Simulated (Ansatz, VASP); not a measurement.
# Two plane-wave programs on ZnS

```
CELL_PARAMETERS angstrom
0.02705 2.71817 2.71817
2.71817 0.02705 2.71817
2.71817 2.71817 0.02705
ATOMIC_POSITIONS crystal
Zn 0.00000 0.00000 0.00000
S 0.75000 0.75000 0.75000
```

Change from the starting cell: equal xy, yz and zx shear strains of +1 %, PAW files.

Alike in both runs: task electric field gradients; functional PBE; k mesh 8 × 8 × 8; occupations fermi-dirac, width 0.01 eV; no spin polarisation.

|  | VASP | Ansatz |
| --- | --- | --- |
| version | VASP 6.6.1 | Ansatz 0.2.0 |
| potentials or method | VASP PAW PBE potentials, release 64 (Zn, S) | PAW with Ansatz's default frozen-core files, scalar-relativistic |
| plane-wave cutoff (eV) | 520 | 420 |
| valence electrons in the cell | 18 | 18 |

Ansatz gave:

```
gap on the k mesh at the Fermi level (eV)                     : 2.08
pressure (GPa)                                                : 1.4
traceless stress, the component that is largest in VASP (GPa) : -0.67
rms of the force components (eV/Å)                            : 0.052
size of Vzz on the site where it differs most (V/Å²)          : 5.9
```

Task: What did VASP give for the same quantities?

Result: gap on the k mesh at the Fermi level (eV): 2.08; pressure (GPa): 1.6; traceless stress, the component that is largest in VASP (GPa): -0.67; rms of the force components (eV/Å): 0.053; size of Vzz on the site where it differs most (V/Å²): 6.3.

Atom by atom the forces differ by 0.001 eV/Å (rms over components).
